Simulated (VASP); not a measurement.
# Li3Au (I4/mmm) in VASP: a series of runs

Li3Au is run at these levels: LDA; tasks: single point.

Everything below comes from runs of VASP 6.6.1. Logs are shortened: lines on timing, memory, paths and dates and some standing lists are left out, and cuts for length are marked.

## 1. The cell of the first run

The structure is tetragonal, space group I4/mmm (No. 139). The conventional cell has a = 4.123 Å, b = 4.123 Å, c = 7.735 Å, α = 90.00°, β = 90.00°, γ = 90.00°. Within 3.7 Å of Li (site symmetry -4m2) lie 8 Li at 2.83 to 2.92 Å and 4 Au at 2.83 Å. Within 3.7 Å of Li (site symmetry 4/mmm) lie 8 Li at 2.83 Å and 4 Au at 2.92 Å. Au (site symmetry 4/mmm) has 12 Li at 2.83 to 2.92 Å within 3.7 Å.

## 2. Single point, LDA

INCAR

```
PREC     = Accurate       # precision mode
ENCUT    = 520            # plane-wave cutoff, eV
EDIFF    = 1E-7           # SCF threshold, eV
ISMEAR   = -1             # smearing method
SIGMA    = 0.1            # smearing width, eV
LREAL    = False          # projectors in reciprocal space
LASPH    = True           # aspherical terms in the spheres
NELM     = 60             # most SCF steps
ALGO     = Normal         # electronic algorithm
ISIF     = 2              # what is computed and relaxed
LWAVE    = False          # write WAVECAR
LCHARG   = False          # write CHGCAR
NBANDS   = 18             # bands
```

KPOINTS

```
Automatic mesh
0
Gamma
  8 8 8
```

POSCAR

```
Li3Au
1.0
   -2.0614486933      2.0614486933      3.8674796637
    2.0614486933     -2.0614486933      3.8674796637
    2.0614486933      2.0614486933     -3.8674796637
Li Au
3 1
Direct
    0.7500000000      0.2500000000      0.5000000000
    0.2500000000      0.7500000000      0.5000000000
    0.5000000000      0.5000000000      0.0000000000
    0.0000000000      0.0000000000      0.0000000000
```

Potentials or basis: VASP PAW LDA potentials, release 64 (Li_sv, Au).

On the command line:

```console
cat potpaw_LDA.64/Li_sv/POTCAR potpaw_LDA.64/Au/POTCAR > POTCAR
mpirun -np 1 vasp_std > vasp.out
```

OUTCAR:

```text
PREC = Accurate
   ENCUT = 520
   EDIFF = 1E-7
   ISMEAR = -1
   LREAL = False
   LASPH = True
   NELM = 60
   ISIF = 2

 ion  position               nearest neighbor table
   1  0.750  0.250  0.500-   4 2.83   4 2.83   4 2.83   4 2.83
   2  0.250  0.750  0.500-   4 2.83   4 2.83   4 2.83   4 2.83
   3  0.500  0.500  0.000-   4 2.92   4 2.92   4 2.92   4 2.92
   4  0.000  0.000  0.000-   1 2.83   2 2.83   1 2.83   2 2.83   1 2.83   2 2.83   1 2.83   2 2.83
                             3 2.92   3 2.92   3 2.92   3 2.92

  LATTYP: Found a body centered tetragonal cell.
 ALAT       =     4.1228973866
 C/A-ratio  =     1.8760979481

  Lattice vectors:

 A1 = (  -2.0614486933,   2.0614486933,   3.8674796637)
 A2 = (   2.0614486933,  -2.0614486933,   3.8674796637)
 A3 = (   2.0614486933,   2.0614486933,  -3.8674796637)

Analysis of symmetry for initial positions (statically):
=====================================================================
 Subroutine PRICEL returns:
 Original cell was already a primitive cell.

 Routine SETGRP: Setting up the symmetry group for a
 body centered tetragonal supercell.

 Subroutine GETGRP returns: Found 16 space group operations
 (whereof 16 operations were pure point group operations)
 out of a pool of 16 trial point group operations.

The static configuration has the point symmetry D_4h.

Analysis of symmetry for dynamics (positions and initial velocities):
=====================================================================
 Subroutine PRICEL returns:
 Original cell was already a primitive cell.

 Routine SETGRP: Setting up the symmetry group for a
 body centered tetragonal supercell.

 Subroutine GETGRP returns: Found 16 space group operations
 (whereof 16 operations were pure point group operations)
 out of a pool of 16 trial point group operations.

The dynamic configuration has the point symmetry D_4h.

 Subroutine INISYM returns: Found 16 space group operations
 (whereof 16 operations are pure point group operations),
 and found     1 'primitive' translations

----------------------------------------------------------------------------------------

                                     Primitive cell

  volume of cell :      65.7405

  direct lattice vectors                    reciprocal lattice vectors
    -2.061448693  2.061448693  3.867479664     0.000000000  0.242547875  0.129283162
     2.061448693 -2.061448693  3.867479664     0.242547875  0.000000000  0.129283162
     2.061448693  2.061448693 -3.867479664     0.242547875  0.242547875  0.000000000

  length of vectors
     4.843195265  4.843195265  4.843195265     0.274851974  0.274851974  0.343014494

  position of ions in fractional coordinates (direct lattice)
     0.750000000  0.250000000  0.500000000
     0.250000000  0.750000000  0.500000000
     0.500000000  0.500000000  0.000000000
     0.000000000  0.000000000  0.000000000

  ion indices of the primitive-cell ions
   primitive index   ion index
                 1           1
                 2           2
                 3           3
                 4           4

----------------------------------------------------------------------------------------

 KPOINTS: Automatic mesh

Automatic generation of k-mesh.
 Grid dimensions read from file:
 generate k-points for:    8    8    8

 Generating k-lattice:

  Cartesian coordinates                     Fractional coordinates (reciprocal lattice)
     0.000000000  0.030318484  0.016160395     0.125000000  0.000000000 -0.000000000
     0.030318484  0.000000000  0.016160395     0.000000000  0.125000000 -0.000000000
     0.030318484  0.030318484  0.000000000     0.000000000  0.000000000  0.125000000

  Length of vectors
     0.034356497  0.034356497  0.042876812

  Shift w.r.t. Gamma in fractional coordinates (k-lattice)
     0.000000000  0.000000000  0.000000000

 Subroutine IBZKPT returns following result:
 ===========================================

 Found     59 irreducible k-points:

 Following reciprocal coordinates:
            Coordinates               Weight
  0.000000  0.000000  0.000000      1.000000
  0.125000 -0.000000  0.000000      8.000000
  0.250000 -0.000000  0.000000      8.000000
  0.375000 -0.000000  0.000000      8.000000
  0.500000 -0.000000  0.000000      4.000000
  0.125000  0.125000  0.000000      8.000000
[... 16 lines left out ...]
  0.250000  0.125000  0.125000     16.000000
  0.375000  0.125000  0.125000      8.000000
 [... further k-points ...]
   k-points           NKPTS =     59   k-points in BZ     NKDIM =     59   number of bands    NBANDS=     18
   number of dos      NEDOS =    301   number of ions     NIONS =      4
   total plane-waves  NPLWV =  46656
   dimension x,y,z NGX =    36 NGY =   36 NGZ =   36
   dimension x,y,z NGXF=    72 NGYF=   72 NGZF=   72
   ions per type =               3   1
   NGX,Y,Z   is equivalent  to a cutoff of  12.36, 12.36, 12.36 a.u.
   NGXF,Y,Z  is equivalent  to a cutoff of  24.71, 24.71, 24.71 a.u.
 SYSTEM =  unknown system
   PREC   = accura    normal or accurate (medium, high low for compatibility)
   ISTART =      0    job   : 0-new  1-cont  2-samecut
   ICHARG =      2    charge: 1-file 2-atom 10-const
   ISPIN  =      1    spin polarized calculation?
   LNONCOLLINEAR =      F non collinear calculations
   LSORBIT =      F    spin-orbit coupling
   LASPH  =      T    aspherical Exc in radial PAW
   ENCUT  =  520.0 eV  38.22 Ry    6.18 a.u.   9.01  9.01  9.01*2*pi/ulx,y,z
   NELM   =     60;   NELMIN=  2; NELMDL= -5     # of ELM steps
   EDIFF  = 0.1E-06   stopping-criterion for ELM
   LREAL  =      F    real-space projection
   EDIFFG = 0.1E-05   stopping-criterion for IOM
   NSW    =      0    number of steps for IOM
   IBRION =     -1    ionic relax: 0-MD 1-quasi-New 2-CG
   NFREE  =      0    steps in history (QN), initial steepest desc. (CG)
   ISIF   =      2    stress and relaxation
   ISYM   =      2    0-nonsym 1-usesym 2-fastsym
   POTIM  = 0.5000    time-step for ionic-motion
   TEBEG  =    0.0;   TEEND  =   0.0 temperature during run
   PSTRESS=    0.0 pullay stress
   NELECT =      20.0000    total number of electrons
   NUPDOWN=      -1.0000    fix difference up-down
   EMIN   =  10.00;   EMAX   =-10.00  energy-range for DOS
   EFERMI =   0.00;   METHOD = LEGACY
   ISMEAR =    -1;   SIGMA  =   0.10  broadening in eV -4-tet -1-fermi 0-gaus
   EFERMI_NEDOS =   21; number of points for ismear=-14 and -15
   IALGO  =     38    algorithm
   IMIX   =      4    mixing-type and parameters
     AMIX     =   0.40;   BMIX     =  1.00
     AMIX_MAG =   1.60;   BMIX_MAG =  1.00
  volume/ion in A,a.u.               =      16.44       110.91
  Fermi-wavevector in a.u.,A,eV,Ry     =   1.101050  2.080683 16.494501  1.212312
  Thomas-Fermi vector in A             =   2.237471
   LORBIT       =      0    0 simple, 1 ext, 2 COOP (PROOUT), +10 PAW based schemes
   GGA     = CA    functional components
   LHFCALC =     F    Hartree Fock is set to
   AEXX    =    0.0000 exact exchange contribution
   IVDW    =     0    specifies the selected vdW correction
   LEPSILON=     F    determine dielectric tensor
   LRPA    =     F    only Hartree local field effects (RPA)
 non-spin polarized calculation
  energy-cutoff  :      520.00
  volume of cell :       65.74
 maximum number of plane-waves:      1798
   NGX = 17   NGY = 17   NGZ = 17

 number of electron      20.0000006 magnetization

 Free energy of the ion-electron system (eV)
  ---------------------------------------------------
  ext. energy  EPLUGINS =         0.00000000
  ---------------------------------------------------
  free energy    TOTEN  =       -12.06641340 eV

  energy without entropy =      -12.01341714  energy(sigma->0) =      -12.03991527

 E-fermi :   3.1929     XC(G=0):  -9.1405

 val. band max:        3.1884852363   @ k =   0.5000   0.3750   0.0000
 cond. band min:       3.2357770644   @ k =  -0.2500   0.2500   0.1250
 fundamental gap:      0.0472918281
 Fermi energy:         3.1928962884

 k-point     1 :       0.0000    0.0000    0.0000
  band No.  band energies     occupation
      1     -42.1488      2.00000
      2     -41.8817      2.00000
      3     -41.8590      2.00000
      4      -2.5898      2.00000
      5      -1.2222      2.00000
      6      -1.0105      2.00000
[... 10 lines left out ...]
     17      10.1502      0.00000
     18      12.3699      0.00000

 k-point     2 :       0.1250   -0.0000    0.0000
  band No.  band energies     occupation
      1     -42.1486      2.00000
      2     -41.8810      2.00000
      3     -41.8600      2.00000
      4      -2.4531      2.00000
      5      -1.1859      2.00000
      6      -1.0374      2.00000
[... 10 lines left out ...]
     17      10.9716      0.00000
     18      11.6464      0.00000

 k-point     3 :       0.2500   -0.0000    0.0000
  band No.  band energies     occupation
      1     -42.1480      2.00000
      2     -41.8788      2.00000
      3     -41.8627      2.00000
      4      -2.0918      2.00000
      5      -1.1472      2.00000
      6      -1.0389      2.00000
[... 10 lines left out ...]
     17      11.2514      0.00000
     18      11.6296      0.00000

 k-point     4 :       0.3750   -0.0000    0.0000
  band No.  band energies     occupation
      1     -42.1474      2.00000
      2     -41.8753      2.00000
      3     -41.8665      2.00000
      4      -1.7339      2.00000
      5      -1.2153      2.00000
      6      -0.9681      2.00000
[... 10 lines left out ...]
     17      11.3547      0.00000
     18      13.0025      0.00000

 k-point     5 :       0.5000   -0.0000    0.0000
  band No.  band energies     occupation
      1     -42.1471      2.00000
      2     -41.8713      2.00000
      3     -41.8707      2.00000
      4      -1.6240      2.00000
      5      -1.2445      2.00000
      6      -0.9964      2.00000
[... 10 lines left out ...]
     17      12.7397      0.00000
     18      13.6759      0.00000

 k-point     6 :       0.1250    0.1250    0.0000
  band No.  band energies     occupation
      1     -42.1482      2.00000
      2     -41.8804      2.00000
      3     -41.8609      2.00000
      4      -2.2605      2.00000
      5      -1.1428      2.00000
      6      -1.0349      2.00000
[... 10 lines left out ...]
     17      11.3565      0.00000
     18      11.8576      0.00000

 k-point     7 :       0.2500    0.1250    0.0000
  band No.  band energies     occupation
      1     -42.1476      2.00000
      2     -41.8783      2.00000
      3     -41.8633      2.00000
      4      -1.8563      2.00000
      5      -1.1177      2.00000
      6      -0.9953      2.00000
[... 10 lines left out ...]
     17      12.1696      0.00000
     18      13.2017      0.00000

 k-point     8 :       0.3750    0.1250    0.0000
  band No.  band energies     occupation
      1     -42.1471      2.00000
      2     -41.8751      2.00000
      3     -41.8669      2.00000
      4      -1.5399      2.00000
      5      -1.1761      2.00000
      6      -0.9998      2.00000
[... 10 lines left out ...]
     17      12.3668      0.00000
     18      13.6673      0.00000
[... 229 lines left out ...]
     17      13.0531      0.00000
     18      14.4322      0.00000

 k-point    20 :      -0.3750    0.3750    0.0000
  band No.  band energies     occupation
      1     -42.1468      2.00000
      2     -41.8727      2.00000
      3     -41.8692      2.00000
      4      -1.3785      2.00000
      5      -1.1045      2.00000
      6      -0.9616      2.00000
[... 10 lines left out ...]
     17      13.2787      0.00000
     18      14.5702      0.00000

 k-point    21 :       0.5000    0.5000    0.0000
  band No.  band energies     occupation
      1     -42.1465      2.00000
      2     -41.8712      2.00000
      3     -41.8709      2.00000
      4      -1.3909      2.00000
      5      -1.1204      2.00000
      6      -0.9235      2.00000
[... 10 lines left out ...]
     17      13.0899      0.00000
     18      13.8780      0.00000

 k-point    22 :       0.1250    0.1250    0.1250
  band No.  band energies     occupation
      1     -42.1475      2.00000
      2     -41.8766      2.00000
      3     -41.8651      2.00000
      4      -1.6607      2.00000
      5      -1.0380      2.00000
      6      -1.0364      2.00000
[... 10 lines left out ...]
     17      12.9249      0.00000
     18      13.3639      0.00000

 k-point    23 :       0.2500    0.1250    0.1250
  band No.  band energies     occupation
      1     -42.1470      2.00000
      2     -41.8741      2.00000
      3     -41.8678      2.00000
      4      -1.3363      2.00000
      5      -1.0923      2.00000
      6      -0.9937      2.00000
[... 10 lines left out ...]
     17      13.0574      0.00000
     18      14.1217      0.00000

 k-point    24 :       0.3750    0.1250    0.1250
  band No.  band energies     occupation
      1     -42.1468      2.00000
      2     -41.8712      2.00000
      3     -41.8709      2.00000
      4      -1.2780      2.00000
      5      -1.1175      2.00000
      6      -0.9492      2.00000
[... 10 lines left out ...]
     17      13.3192      0.00000
     18      14.2857      0.00000

 [... further k-points ...]

------------------------ aborting loop because EDIFF is reached ----------------------------------------

  FORCE on cell =-STRESS in cart. coord.  units (eV):
  Direction    XX          YY          ZZ          XY          YZ          ZX
  --------------------------------------------------------------------------------------
  -------------------------------------------------------------------------------------
  Total       -1.8075862     -1.8075862     -2.0554300      0.0000000      0.0000000      0.0000000
  in kB      -44.0531039    -44.0531039    -50.0933615      0.0000000      0.0000000      0.0000000
  external PRESSURE =     -46.0665231 kB  Pullay stress =       0.0000000 kB

 VOLUME and BASIS-vectors are now :
 -----------------------------------------------------------------------------
  energy-cutoff  :      520.00
  volume of cell :       65.74
      direct lattice vectors                 reciprocal lattice vectors
    -2.061448693  2.061448693  3.867479664     0.000000000  0.242547875  0.129283162
     2.061448693 -2.061448693  3.867479664     0.242547875  0.000000000  0.129283162
     2.061448693  2.061448693 -3.867479664     0.242547875  0.242547875  0.000000000

 POSITION                                       TOTAL-FORCE (eV/Angst)
 -----------------------------------------------------------------------------------
      0.00000      2.06145      1.93374         0.000000      0.000000     -0.000000
      2.06145      0.00000      1.93374        -0.000000     -0.000000      0.000000
      0.00000      0.00000      3.86748         0.000000      0.000000      0.000000
      0.00000      0.00000      0.00000         0.000000      0.000000      0.000000
 -----------------------------------------------------------------------------------
    total drift:                                0.000000      0.000000      0.000000

  FREE ENERGIE OF THE ION-ELECTRON SYSTEM (eV)
  ---------------------------------------------------
  free  energy   TOTEN  =       -12.0664133984 eV

  energy  without entropy=      -12.0134171406  energy(sigma->0) =      -12.03991527
```

It took 1.8 min on 1 thread of AMD EPYC 7R43 (Zen 3), shared host; peak memory 0.17 GiB.

What came out:

- Free energy: -12.0664 eV
- Band gap on the k mesh: zero (bands 10 and 11 overlap by 3.36 eV)

Caveat: the cutoff is under 1.25 times the usual one of these potentials, so pressure, stress and relaxed cells hold a basis-set (Pulay) error; spin-orbit coupling is left out, which moves the levels of the heavy elements.

## 3. Single point, LDA

This run uses another cell than the first one, of 16.85 Å³/atom.

INCAR

```
ALGO     = Normal         # electronic algorithm
EDIFF    = 1E-7           # SCF threshold, eV
ENCUT    = 520            # plane-wave cutoff, eV
GGA      = CA             # functional
ISIF     = 2              # what is computed and relaxed
ISMEAR   = -1             # smearing method
LASPH    = True           # aspherical terms in the spheres
LCHARG   = False          # write CHGCAR
LREAL    = False          # projectors in reciprocal space
LWAVE    = False          # write WAVECAR
NBANDS   = 18             # bands
NELM     = 80             # most SCF steps
PREC     = Accurate       # precision mode
SIGMA    = 0.1            # smearing width, eV
```

KPOINTS

```
k-points
0
Gamma
  8 8 8
```

POSCAR

```
Li3Au
1.0
   -2.0787001120      2.0787001120      3.8998450150
    2.0787001120     -2.0787001120      3.8998450150
    2.0787001120      2.0787001120     -3.8998450150
Li Au
3 1
Direct
    0.7500000000      0.2500000000      0.5000000000
    0.2500000000      0.7500000000      0.5000000000
    0.5000000000      0.5000000000      0.0000000000
    0.0000000000      0.0000000000      0.0000000000
```

Potentials or basis: VASP PAW LDA potentials, release 64 (Li_sv, Au).

On the command line:

```console
cat potpaw_LDA.64/Li_sv/POTCAR potpaw_LDA.64/Au/POTCAR > POTCAR
mpirun -np 1 vasp_std > vasp.out
```

Run time: 1.8 min. Hardware: 1 thread of AMD EPYC 7R43 (Zen 3), shared host; peak memory 0.17 GiB.

The run converged. Its results:

* Free energy: -12.0173 eV
* Band gap on the k mesh: zero (bands 10 and 11 overlap by 3.33 eV)

Levels at points of the mesh, in eV from the Fermi level:
| k point | band 6 | band 7 | band 8 | band 9 | band 10 | band 11 | band 12 | band 13 | band 14 | band 15 |
| --- | --- | --- | --- | --- | --- | --- | --- | --- | --- | --- |
| (0.00, 0.00, 0.00) | -4.15 | -4.15 | -4.10 | -3.86 | 2.29 | 3.86 | 3.86 | 4.78 | 5.10 | 5.10 |
| (0.50, 0.00, 0.00) | -4.13 | -3.94 | -3.89 | -3.32 | -1.87 | 1.66 | 2.73 | 4.22 | 5.43 | 7.56 |
| (0.50, 0.50, 0.00) | -4.07 | -3.92 | -3.63 | -2.54 | -0.79 | -0.22 | -0.14 | 3.02 | 5.33 | 6.93 |
| (0.50, 0.50, 0.50) | -3.90 | -3.90 | -3.82 | -3.64 | -2.05 | 1.29 | 1.29 | 4.88 | 7.44 | 9.22 |

Caveat: the cutoff is under 1.25 times the usual one of these potentials, so pressure, stress and relaxed cells hold a basis-set (Pulay) error; spin-orbit coupling is left out, which moves the levels of the heavy elements.
